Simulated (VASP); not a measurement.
Set up this calculation in VASP 6.6.1, as the native input.

| Item | Value |
| --- | --- |
| Task | single point |
| Functional | PBEsol |
| Potentials or basis | VASP PAW PBE potentials, release 64 (Sn_d) |
| Cutoff | 520 eV |
| k mesh | 14 × 14 × 14 |
| Occupations | fermi-dirac, width 0.1 eV |
| Spin | no spin polarisation |
| Dipole correction | no |
| Further INCAR settings | ALGO = Normal; EDIFF = 1e-06; NBANDS = 13 |

The structure of Sn lies in POSCAR:

```
Sn
1.0
    2.6274599156      0.0000000000      0.0000000000
    0.0000000000      2.6274599156      0.0000000000
    0.0000000000      0.0000000000      2.6274599156
Sn
1
Direct
    0.0000000000      0.0000000000      0.0000000000
```

This cell differs from its parent crystal: volume scaled by 0.65.

These files were run (other wordings do the same):

INCAR

```
SYSTEM = Sn
PREC = Accurate
ENCUT = 520
EDIFF = 1E-6
ISMEAR = -1
SIGMA = 0.1
LREAL = .FALSE.
LASPH = .TRUE.
NELM = 100
ALGO = Normal
ISIF = 2
LWAVE = .FALSE.
LCHARG = .TRUE.
GGA = PS
LELF = .TRUE.
LVHAR = .TRUE.
NBANDS = 13
```

KPOINTS

```
Automatic mesh
0
G
  14 14 14
  0 0 0
```

Potentials or basis: VASP PAW PBE potentials, release 64 (Sn_d).

Run with:

```console
$ cat potpaw_PBE.64/Sn_d/POTCAR > POTCAR
$ mpirun -np 1 vasp_std > vasp.out
```

Results of the run:

The pressure is 66.7 GPa and the band gap on the k mesh is zero (band 7 reaches 20.93 eV, above the bottom of band 8 at 10.57 eV).

Caveat: the PAW data sets were made with another functional, which shifts forces and pressure a little; spin-orbit coupling is left out, which moves the levels of the heavy elements.

Run time: 19 s on 1 thread of Intel(R) Xeon(R) Platinum 8488C (Sapphire Rapids) (shared host), peak memory 0.14 GiB.
